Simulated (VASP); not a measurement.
Here is a VASP 6.6.1 calculation.

File INCAR:

```
PREC     = Accurate       # precision mode
ENCUT    = 520            # plane-wave cutoff, eV
EDIFF    = 1E-6           # SCF threshold, eV
ISMEAR   = -1             # smearing method
SIGMA    = 0.05           # smearing width, eV
LREAL    = F              # projectors in reciprocal space
LASPH    = T              # aspherical terms in the spheres
NELM     = 100            # most SCF steps
ALGO     = Normal         # electronic algorithm
ISIF     = 2              # what is computed and relaxed
LWAVE    = F              # write WAVECAR
LCHARG   = F              # write CHGCAR
GGA      = PS             # functional
NBANDS   = 25             # bands
```

The input KPOINTS:

```
Automatic mesh
0
Gamma
  10 10 6
```

Contents of POSCAR:

```
CuO
1.0
    2.8835631275      0.0000000000      0.0000000000
   -1.4417815638      2.4972389218      0.0000000000
    0.0000000000      0.0000000000      5.0040938104
Cu O
2 2
Direct
    0.0000000000      0.0000000000      0.0000000000
    0.0000000000      0.0000000000      0.5000000000
    0.3333333333      0.6666666667      0.2500000000
    0.6666666667      0.3333333333      0.7500000000
```

Potentials or basis: VASP PAW PBE potentials, release 64 (Cu, O).

Launch:

```sh
$ cat potpaw_PBE.64/Cu/POTCAR potpaw_PBE.64/O/POTCAR > POTCAR
$ mpirun -np 1 vasp_std > vasp.out
```

Problem. Estimate the band gap on the k mesh.

Solution. Zero (bands 17 and 18 overlap by 1.08 eV).

Problem. Estimate the pressure.

Solution. 5.5 GPa.

Stress tensor (GPa, compression positive):
```
5.44 0.00 0.00
0.00 5.44 0.00
0.00 0.00 5.55
```

Caveat: the cell stands under pressure; the PAW data sets were made with another functional, which shifts forces and pressure a little; semilocal functionals often make such compounds metallic where correlation or magnetic order opens a gap, which also shifts bond lengths. With open d or f shells a metallic result of PBEsol can be an artefact of self-interaction; +U or a hybrid may open a gap.
